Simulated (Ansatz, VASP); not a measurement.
## BaS in VASP and in Ansatz

```
Ba S
1.0
     0.00000    3.16632    3.16632
     3.16632    0.00000    3.16632
     3.16632    3.16632    0.00000
Ba S
1 1
Cartesian
  0.0000 0.0000 0.0000
  3.1663 3.1663 3.1663
```

Alike in both runs: functional PBEsol; k mesh 8 × 8 × 8; occupations fermi-dirac, width 0.02 eV; no spin polarisation.

Ansatz relaxed the structure, and its values are those at the end. VASP's run is a single point on that final structure, the one shown.

```csv
,VASP,Ansatz
version,VASP 6.6.1,Ansatz 0.2.0
potentials or method,"VASP PAW PBE potentials, release 64 (Ba_sv, S), cutoff 520 eV",PAW plane waves
valence electrons in the cell,16,16
```

VASP gave:

| Quantity | Value |
| --- | --- |
| gap on the k mesh at the Fermi level (eV) | 1.93 |
| pressure (GPa) | 0.7 |

**Question.** What did Ansatz give for the same quantities?

**Answer.** gap on the k mesh at the Fermi level (eV): 2.04; pressure (GPa): 0.0.

VASP's potentials were made for PBE, not for PBEsol, and Ansatz warns of the same on its side.

Neither program's run includes spin-orbit coupling.
